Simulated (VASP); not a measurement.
# H4C in VASP: relaxation of the atoms with PBE+D3(BJ)

Aim: the relaxation of the atoms of H4C with PBE+D3(BJ).

All numbers are computed with VASP 6.6.1; they aren't measurements. Logs are shortened: lines on timing, memory, paths and dates and some standing lists are left out, and cuts for length are marked.

### Step 1. The cell of the first run

The cell holds a disordered packing, 40 atoms: a = 7.958 Å, b = 7.958 Å, c = 7.958 Å, α = 90.00°, β = 90.00°, γ = 90.00°.

### Step 2. Relaxation of the atoms, PBE+D3(BJ)

Contents of INCAR:

```
SYSTEM = H4C
PREC = Accurate ; ENCUT = 520
EDIFF = 1E-7 ; ISMEAR = -1
SIGMA = 0.02 ; LREAL = Auto
LASPH = .True. ; NELM = 60
ALGO = Normal ; ISIF = 2
LWAVE = .False. ; LCHARG = .False.
GGA = PE ; IVDW = 12
IBRION = 2 ; NSW = 35
EDIFFG = -0.3
```

Contents of KPOINTS:

```
regular mesh
0
Gamma
  1 1 1
  0 0 0
```

Contents of POSCAR:

```
H4C
1.0
    7.9581140000      0.0000000000      0.0000000000
    0.0000000000      7.9581140000      0.0000000000
    0.0000000000      0.0000000000      7.9581140000
C H
8 32
Direct
    0.0112328000      0.4576842000      0.1631817000
    0.0579407000      0.0043707000      0.7289558000
    0.6209271000      0.3987629000      0.7776599000
    0.2156027000      0.1031169000      0.1216152000
    0.6970089000      0.1678983000      0.2821432000
    0.3504036000      0.6839792000      0.5089497000
    0.2082363000      0.2922060000      0.5458219000
    0.6218531000      0.9812882000      0.9237049000
   -0.1220703000      0.4525659000      0.1323186000
    0.0850645000      0.4492740000      0.0481748000
    0.0430498000      0.3530719000      0.2455976000
    0.0388871000      0.5758251000      0.2266358000
    0.1159985000      0.1049228000      0.8015299000
   -0.0618911000      0.0476251000      0.6787777000
    0.0370612000     -0.1041118000      0.8098509000
    0.1405941000     -0.0309533000      0.6256647000
    0.6860386000      0.3398154000      0.8827033000
    0.4967493000      0.4398272000      0.8181819000
    0.6080699000      0.3085155000      0.6754908000
    0.6928504000      0.5068935000      0.7342637000
    0.1243450000      0.1548854000      0.0336351000
    0.2531368000      0.2000441000      0.2107486000
    0.3255849000      0.0593297000      0.0528037000
    0.1593439000     -0.0017914000      0.1892734000
    0.7778801000      0.2779066000      0.2718248000
    0.6680119000      0.1447688000      0.4139485000
    0.7612702000      0.0589335000      0.2297447000
    0.5808735000      0.1899844000      0.2130547000
    0.4424996000      0.5910775000      0.5493973000
    0.4059634000      0.7646844000      0.4133033000
    0.3121299000      0.7600042000      0.6162053000
    0.2410214000      0.6201509000      0.4568928000
    0.2421882000      0.1765631000      0.4808417000
    0.2798734000      0.3965889000      0.4936607000
    0.2364937000      0.2795952000      0.6792045000
    0.0743900000      0.3160770000      0.5295807000
    0.5170570000      0.9269572000      0.8543193000
    0.6812058000      0.8843429000      1.0000417000
    0.5757983000      1.0814765000      1.0048818000
    0.7133512000      1.0323761000      0.8355769000
```

Potentials or basis: VASP PAW PBE potentials, release 64 (C, H).

The run is started by

```console
cat potpaw_PBE.64/C/POTCAR potpaw_PBE.64/H/POTCAR > POTCAR
mpirun -np 1 vasp_gam > vasp.out
```

OUTCAR:

```text
SYSTEM = H4C
   PREC = Accurate
   ENCUT = 520
   EDIFF = 1E-7
   ISMEAR = -1
   LREAL = Auto
   LASPH = .True.
   NELM = 60
   ISIF = 2
   GGA = PE
   IVDW = 12
   IBRION = 2
   NSW = 35
   EDIFFG = -0.3
 IVDW          = 12

 ion  position               nearest neighbor table
   1  0.011  0.458  0.163-  11 1.09  10 1.09   9 1.09  12 1.09
   2  0.058  0.004  0.729-  16 1.09  15 1.09  13 1.09  14 1.09
   3  0.621  0.399  0.778-  20 1.09  19 1.09  17 1.09  18 1.09
   4  0.216  0.103  0.122-  23 1.09  24 1.09  21 1.09  22 1.09
   5  0.697  0.168  0.282-  26 1.09  27 1.09  25 1.09  28 1.09
   6  0.350  0.684  0.509-  29 1.09  32 1.09  31 1.09  30 1.09
   7  0.208  0.292  0.546-  35 1.09  36 1.09  33 1.09  34 1.09
   8  0.622  0.981  0.924-  40 1.09  39 1.09  38 1.09  37 1.09
   9  0.878  0.453  0.132-   1 1.09
  10  0.085  0.449  0.048-   1 1.09
  11  0.043  0.353  0.246-   1 1.09
  12  0.039  0.576  0.227-   1 1.09
  13  0.116  0.105  0.802-   2 1.09
  14  0.938  0.048  0.679-   2 1.09
[... 24 lines left out ...]
  39  0.576  0.081  0.005-   8 1.09
  40  0.713  0.032  0.836-   8 1.09

  LATTYP: Found a simple cubic cell.
 ALAT       =     7.9581140000

  Lattice vectors:

 A1 = (   7.9581140000,   0.0000000000,   0.0000000000)
 A2 = (   0.0000000000,   7.9581140000,   0.0000000000)
 A3 = (   0.0000000000,   0.0000000000,   7.9581140000)

Analysis of symmetry for initial positions (statically):
=====================================================================
 Subroutine PRICEL returns:
 Original cell was already a primitive cell.

 Routine SETGRP: Setting up the symmetry group for a
 simple cubic supercell.

 Subroutine GETGRP returns: Found  1 space group operations
 (whereof  1 operations were pure point group operations)
 out of a pool of 48 trial point group operations.

The static configuration has the point symmetry C_1 .

Analysis of symmetry for dynamics (positions and initial velocities):
=====================================================================
 Subroutine PRICEL returns:
 Original cell was already a primitive cell.

 Routine SETGRP: Setting up the symmetry group for a
 simple cubic supercell.

 Subroutine GETGRP returns: Found  1 space group operations
 (whereof  1 operations were pure point group operations)
 out of a pool of 48 trial point group operations.

The dynamic configuration has the point symmetry C_1 .

 Subroutine INISYM returns: Found  1 space group operations
 (whereof  1 operations are pure point group operations),
 and found     1 'primitive' translations

----------------------------------------------------------------------------------------

                                     Primitive cell

  volume of cell :     503.9999

  direct lattice vectors                    reciprocal lattice vectors
     7.958114000  0.000000000  0.000000000     0.125657913  0.000000000  0.000000000
     0.000000000  7.958114000  0.000000000     0.000000000  0.125657913  0.000000000
     0.000000000  0.000000000  7.958114000     0.000000000  0.000000000  0.125657913

  length of vectors
     7.958114000  7.958114000  7.958114000     0.125657913  0.125657913  0.125657913

  position of ions in fractional coordinates (direct lattice)
     0.011232800  0.457684200  0.163181700
     0.057940700  0.004370700  0.728955800
     0.620927100  0.398762900  0.777659900
     0.215602700  0.103116900  0.121615200
     0.697008900  0.167898300  0.282143200
     0.350403600  0.683979200  0.508949700
[... 32 lines left out ...]
     0.575798300  0.081476500  0.004881800
     0.713351200  0.032376100  0.835576900

  ion indices of the primitive-cell ions
   primitive index   ion index
                 1           1
                 2           2
                 3           3
                 4           4
                 5           5
                 6           6
[... 32 lines left out ...]
                39          39
                40          40

----------------------------------------------------------------------------------------

 KPOINTS: regular mesh

Automatic generation of k-mesh.
 Grid dimensions read from file:
 generate k-points for:    1    1    1

 Generating k-lattice:

  Cartesian coordinates                     Fractional coordinates (reciprocal lattice)
     0.125657913  0.000000000  0.000000000     1.000000000  0.000000000  0.000000000
     0.000000000  0.125657913  0.000000000     0.000000000  1.000000000  0.000000000
     0.000000000  0.000000000  0.125657913     0.000000000  0.000000000  1.000000000

  Length of vectors
     0.125657913  0.125657913  0.125657913

  Shift w.r.t. Gamma in fractional coordinates (k-lattice)
     0.000000000  0.000000000  0.000000000

 Subroutine IBZKPT returns following result:
 ===========================================

 Found      1 irreducible k-points:

 Following reciprocal coordinates:
            Coordinates               Weight
  0.000000  0.000000  0.000000      1.000000
   k-points           NKPTS =      1   k-points in BZ     NKDIM =      1   number of bands    NBANDS=     53
   number of dos      NEDOS =    301   number of ions     NIONS =     40
   total plane-waves  NPLWV = 216000
   dimension x,y,z NGX =    60 NGY =   60 NGZ =   60
   dimension x,y,z NGXF=   120 NGYF=  120 NGZF=  120
   ions per type =               8  32
   NGX,Y,Z   is equivalent  to a cutoff of  12.53, 12.53, 12.53 a.u.
   NGXF,Y,Z  is equivalent  to a cutoff of  25.07, 25.07, 25.07 a.u.
 SYSTEM =  H4C
   PREC   = accura    normal or accurate (medium, high low for compatibility)
   ISTART =      0    job   : 0-new  1-cont  2-samecut
   ICHARG =      2    charge: 1-file 2-atom 10-const
   ISPIN  =      1    spin polarized calculation?
   LNONCOLLINEAR =      F non collinear calculations
   LSORBIT =      F    spin-orbit coupling
   LASPH  =      T    aspherical Exc in radial PAW
   ENCUT  =  520.0 eV  38.22 Ry    6.18 a.u.  14.80 14.80 14.80*2*pi/ulx,y,z
   NELM   =     60;   NELMIN=  2; NELMDL= -5     # of ELM steps
   EDIFF  = 0.1E-06   stopping-criterion for ELM
   LREAL  =      T    real-space projection
   EDIFFG = -.3E+00   stopping-criterion for IOM
   NSW    =     35    number of steps for IOM
   IBRION =      2    ionic relax: 0-MD 1-quasi-New 2-CG
   NFREE  =      1    steps in history (QN), initial steepest desc. (CG)
   ISIF   =      2    stress and relaxation
   ISYM   =      2    0-nonsym 1-usesym 2-fastsym
   POTIM  = 0.5000    time-step for ionic-motion
   TEBEG  =    0.0;   TEEND  =   0.0 temperature during run
   PSTRESS=    0.0 pullay stress
   NELECT =      64.0000    total number of electrons
   NUPDOWN=      -1.0000    fix difference up-down
   EMIN   =  10.00;   EMAX   =-10.00  energy-range for DOS
   EFERMI =   0.00;   METHOD = LEGACY
   ISMEAR =    -1;   SIGMA  =   0.02  broadening in eV -4-tet -1-fermi 0-gaus
   EFERMI_NEDOS =   21; number of points for ismear=-14 and -15
   IALGO  =     38    algorithm
   IMIX   =      4    mixing-type and parameters
     AMIX     =   0.40;   BMIX     =  1.00
     AMIX_MAG =   1.60;   BMIX_MAG =  1.00
  volume/ion in A,a.u.               =      12.60        85.03
  Fermi-wavevector in a.u.,A,eV,Ry     =   0.822858  1.554975  9.212431  0.677095
  Thomas-Fermi vector in A             =   1.934266
   LORBIT       =      0    0 simple, 1 ext, 2 COOP (PROOUT), +10 PAW based schemes
   GGA     = PE    functional components
   LHFCALC =     F    Hartree Fock is set to
   AEXX    =    0.0000 exact exchange contribution
   IVDW    =    12    specifies the selected vdW correction
   LEPSILON=     F    determine dielectric tensor
   LRPA    =     F    only Hartree local field effects (RPA)
 conjugate gradient relaxation of ions
 non-spin polarized calculation
  energy-cutoff  :      520.00
  volume of cell :      504.00
 maximum number of plane-waves:      6759
 NGX is ok and might be reduce to    60
   NGX = 29   NGY = 29   NGZ = 29

--------------------------------------- Ionic step        1  -------------------------------------------

 number of electron      63.9999999 magnetization

 Free energy of the ion-electron system (eV)
  ---------------------------------------------------
  ext. energy  EPLUGINS =         0.00000000
  ---------------------------------------------------
  free energy    TOTEN  =      -191.44320634 eV

  energy without entropy =     -191.44320634  energy(sigma->0) =     -191.44320634

------------------------ aborting loop because EDIFF is reached ----------------------------------------

 Edisp (eV)   -1.08723

 E8    (eV) :    -0.2288

  FORCE on cell =-STRESS in cart. coord.  units (eV):
  Direction    XX          YY          ZZ          XY          YZ          ZX
  --------------------------------------------------------------------------------------
  -------------------------------------------------------------------------------------
  Total       2.93176     5.24802     4.04122     0.81376    -0.30734    -0.39898
  in kB       9.31985    16.68305    12.84672     2.58688    -0.97701    -1.26832
  external pressure =       12.95 kB  Pullay stress =        0.00 kB
[... 215 lines left out ...]
  energy  without entropy=     -192.5525439071  energy(sigma->0) =     -192.55254391

--------------------------------------- Ionic step        4  -------------------------------------------

 number of electron      63.9999997 magnetization

 Free energy of the ion-electron system (eV)
  ---------------------------------------------------
  ext. energy  EPLUGINS =         0.00000000
  ---------------------------------------------------
  free energy    TOTEN  =      -191.48835762 eV

  energy without entropy =     -191.48835762  energy(sigma->0) =     -191.48835762

 E-fermi :  -5.8213     XC(G=0):  -5.4386

 val. band max:       -6.3386884548   @ k =   0.0000   0.0000   0.0000
 cond. band min:       0.5563924090   @ k =   0.0000   0.0000   0.0000
 fundamental gap:      6.8950808638
 Fermi energy:        -5.8213406694

 k-point     1 :       0.0000    0.0000    0.0000
  band No.  band energies     occupation
      1     -15.4534      2.00000
      2     -15.1729      2.00000
      3     -15.0608      2.00000
      4     -14.9832      2.00000
      5     -14.8788      2.00000
      6     -14.8081      2.00000
[... 36 lines left out ...]
     43       3.7819      0.00000
     44       4.0421      0.00000
 [bands above 44 left out]

------------------------ aborting loop because EDIFF is reached ----------------------------------------

 Edisp (eV)   -1.08666

 E8    (eV) :    -0.2286

  FORCE on cell =-STRESS in cart. coord.  units (eV):
  Direction    XX          YY          ZZ          XY          YZ          ZX
  --------------------------------------------------------------------------------------
  -------------------------------------------------------------------------------------
  Total       0.36289     3.10834     1.71961     1.00227    -0.17268    -0.45248
  in kB       1.15359     9.88117     5.46651     3.18614    -0.54895    -1.43839
  external pressure =        5.50 kB  Pullay stress =        0.00 kB
[... 55 lines left out ...]
  FREE ENERGIE OF THE ION-ELECTRON SYSTEM (eV)
  ---------------------------------------------------
  free  energy   TOTEN  =      -192.5750145704 eV

  energy  without entropy=     -192.5750145704  energy(sigma->0) =     -192.57501457

 reached required accuracy - stopping structural energy minimisation
```

It took 2.8 min on 1 thread of AMD EPYC 7R13 (Zen 3), shared host; peak memory 0.48 GiB.

Results:

```yaml
Free_energy: -192.5750 eV
Energy_gained_by_relaxing: 1.1 meV/atom
Ionic_steps: 4
Pressure_after_relaxing: 0.6 GPa
Largest_force_after_relaxing: 0.245 eV/Å
Band_gap_on_the_k_mesh: 6.90 eV
Dispersion_energy_per_atom: -0.027 eV
```

Forces on the atoms (eV/Å):
```
C   -0.009  0.107 -0.063
C   -0.092 -0.101 -0.031
C   -0.012  0.015 -0.016
C   -0.010 -0.086  0.062
C   -0.035 -0.053  0.075
C    0.038  0.077 -0.007
C   -0.078 -0.025 -0.002
C    0.019 -0.130 -0.071
H    0.099  0.127 -0.049
H   -0.045  0.078  0.088
H   -0.071  0.180 -0.081
H   -0.027  0.025 -0.048
H   -0.089 -0.162 -0.036
H    0.042 -0.090  0.005
H   -0.075 -0.061 -0.002
H   -0.097 -0.068  0.074
H   -0.035  0.081 -0.102
H    0.151 -0.036 -0.034
H    0.016  0.119  0.127
H   -0.065 -0.077  0.036
H    0.040 -0.037  0.119
H    0.067 -0.094 -0.034
H   -0.058 -0.063 -0.004
H    0.052  0.036 -0.009
H   -0.043 -0.042  0.117
H    0.000 -0.015  0.061
H   -0.059  0.103  0.113
H    0.059  0.009  0.181
H   -0.070  0.160 -0.082
H    0.013  0.057  0.047
H    0.078 -0.011 -0.069
H    0.109  0.218  0.022
H   -0.007 -0.033  0.045
H    0.045 -0.040 -0.103
H    0.078  0.080 -0.051
H    0.109 -0.020  0.024
H    0.045 -0.053 -0.056
H   -0.069  0.023 -0.089
H    0.012 -0.099 -0.150
H   -0.029 -0.097 -0.007
```

The path:
```tsv
step	energy change (eV)	largest force (eV/Å)	pressure (GPa)
1	0.0000	0.3350	1.29
2	-0.0179	0.9597	0.65
3	-0.0221	0.5562	0.84
4	-0.0446	0.2449	0.55
```

Final structure:
```
C H
1.0
     7.95811    0.00000    0.00000
     0.00000    7.95811    0.00000
     0.00000    0.00000    7.95811
C H
8 32
Cartesian
  0.0886 3.6541 1.2969
  0.4533 0.0201 5.8034
  4.9441 3.1763 6.1894
  1.7205 0.8161 0.9700
  5.5464 1.3362 2.2585
  2.7939 5.4551 4.0469
  1.6621 2.3266 4.3399
  4.9472 7.8005 7.3409
  6.9798 3.6096 1.0450
  0.6822 3.5774 0.3756
  0.3397 2.8150 1.9542
  0.3105 4.5976 1.8091
  0.9180 0.8255 6.3759
  7.4589 0.3809 5.3954
  0.2889 7.1150 6.4556
  1.1186 7.7084 4.9767
  5.4658 2.7017 7.0312
  3.9447 3.5029 6.5144
  4.8372 2.4494 5.3696
  5.5198 4.0447 5.8395
  0.9878 1.2329 0.2745
  2.0212 1.5927 1.6792
  2.5932 0.4644 0.4147
  1.2643 7.9350 1.5120
  6.1904 2.2127 2.1695
  5.3120 1.1496 3.3107
  6.0620 0.4667 1.8294
  4.6175 1.5162 1.7042
  3.5272 4.7043 4.3726
  3.2384 6.0983 3.2785
  2.4832 6.0528 4.9132
  1.9130 4.9470 3.6329
  1.9281 1.3995 3.8285
  2.2311 3.1497 3.9226
  1.8904 2.2327 5.4044
  0.5866 2.5155 4.2154
  4.1056 7.3684 6.7883
  5.4231 7.0301 0.0049
  4.5836 0.6439 0.0280
  5.6824 0.2577 6.6448
```

Levels at points of the mesh, in eV from the valence-band top:
| k point | band 28 | band 29 | band 30 | band 31 | band 32 | band 33 | band 34 | band 35 | band 36 | band 37 |
| --- | --- | --- | --- | --- | --- | --- | --- | --- | --- | --- |
| (0.00, 0.00, 0.00) | -0.45 | -0.36 | -0.33 | -0.17 | 0.00 | 6.90 | 8.85 | 8.87 | 9.03 | 9.14 |

Caveat: the k points lie up to 0.79 Å⁻¹ apart; the relaxation stopped at a loose force limit of 0.3 eV/Å, so its end isn't a converged minimum.
